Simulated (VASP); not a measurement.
Input of a VASP 6.6.1 run:

File INCAR:

```
ALGO = Normal
EDIFF = 1E-6
ENCUT = 600
GGA = PE
GGA_COMPAT = F
ISIF = 2
ISMEAR = 0
ISPIN = 2
LASPH = T
LCHARG = F
LMAXMIX = 4
LORBIT = 11
LREAL = F
LWAVE = F
MAGMOM = 0 0 2.26
NBANDS = 24
NELM = 200
PREC = Accurate
SIGMA = 0.1
```

Contents of KPOINTS:

```
k-points
0
Gamma
  10 10 10
```

File POSCAR:

```
K2Os
1.0
    0.0000000000      3.9534463804      3.9534463804
    3.9534463804      0.0000000000      3.9534463804
    3.9534463804      3.9534463804      0.0000000000
K Os
2 1
Direct
    0.2500000000      0.2500000000      0.2500000000
    0.7500000000      0.7500000000      0.7500000000
    0.0000000000      0.0000000000      0.0000000000
```

Potentials or basis: VASP PAW PBE potentials, release 64 (K_sv, Os).

The run is started by

```bash
$ cat potpaw_PBE.64/K_sv/POTCAR potpaw_PBE.64/Os/POTCAR > POTCAR
$ mpirun -np 1 vasp_std > vasp.out
```

**Question.** Predict the site moments.

**Answer.** K -0.00; Os +1.98 μB.

**Question.** Predict the pressure.

**Answer.** 0.0 GPa.

**Question.** Estimate the band gap on the k mesh.

**Answer.** Zero (filled and empty bands overlap).

**Question.** Estimate the net moment.

**Answer.** 2.00 μB per cell.

Caveat: spin-orbit coupling is left out, which moves the levels of the heavy elements.
